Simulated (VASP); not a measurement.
HPt6: single point with PBE

The system is HPt6, a slab with vacuum.

```xyz
14
Lattice="5.6143 0.0000 0.0000 -2.8072 4.8622 0.0000 0.0000 0.0000 22.6193" Properties=species:S:1:pos:R:3 pbc="T T T"
Pt    1.4036    0.8104    4.0000
Pt    0.0000    3.2414    4.0000
Pt    4.2107    0.8104    4.0000
Pt    2.8072    3.2414    4.0000
Pt    0.0000    1.6207    6.3097
Pt   -1.4036    4.0518    6.3097
Pt    2.8072    1.6207    6.3097
Pt    1.4036    4.0518    6.3097
Pt    0.0000    0.0000    8.6193
Pt   -1.4036    2.4311    8.6193
Pt    2.8072    0.0000    8.6193
Pt    1.4036    2.4311    8.6193
H     0.0000    1.3136    9.0693
H     0.0000    3.5486    9.0693
```

```yaml
Program: VASP 6.6.1
Task: single point
Functional: PBE
Potentials_or_basis: VASP PAW PBE potentials, release 64 (Pt, H)
Cutoff: 520 eV
k_mesh: 6 × 6 × 1
Occupations: gaussian, width 0.1 eV
Spin: no spin polarisation
Dipole_correction: yes
Further_INCAR_settings: ALGO = Normal; EDIFF = 1e-07; NBANDS = 74
```

```yaml
Largest_force: 7.059 eV/Å
Band_gap_on_the_k_mesh: zero (bands 61 and 62 overlap by 0.60 eV)
```

Forces on the atoms (eV/Å):
```
Pt   0.039  0.003 -0.012
Pt   0.000  0.012 -0.059
Pt  -0.039  0.003 -0.012
Pt   0.000  0.028 -0.070
Pt   0.000 -0.039 -0.484
Pt   0.004 -0.014 -0.290
Pt   0.000  0.077 -0.160
Pt  -0.004 -0.014 -0.290
Pt   0.000 -6.524 -2.071
Pt  -1.785 -0.053 -0.244
Pt   0.000  6.726 -2.142
Pt   1.785 -0.053 -0.244
H    0.000  5.238  3.078
H    0.000 -5.390  3.000
```

Levels at points of the mesh, in eV from the Fermi level:
| k point | band 57 | band 58 | band 59 | band 60 | band 61 | band 62 | band 63 | band 64 |
| --- | --- | --- | --- | --- | --- | --- | --- | --- |
| (0.00, 0.00, 0.00) | 0.20 | 0.22 | 0.27 | 0.31 | 0.35 | 0.50 | 0.60 | 0.60 |
| (0.50, 0.00, 0.00) | -0.66 | -0.60 | -0.20 | -0.18 | -0.04 | -0.01 | 0.23 | 0.26 |
| (0.00, 0.50, 0.00) | -0.64 | -0.63 | -0.19 | -0.15 | 0.01 | 0.02 | 0.23 | 0.26 |

It took 47 min on 1 thread of Intel(R) Xeon(R) Platinum 8259CL CPU @ 2.50GHz (Skylake/Cascade Lake) (shared host), peak memory 0.89 GiB.

Caveat: spin-orbit coupling is left out, which moves the levels of the heavy elements.
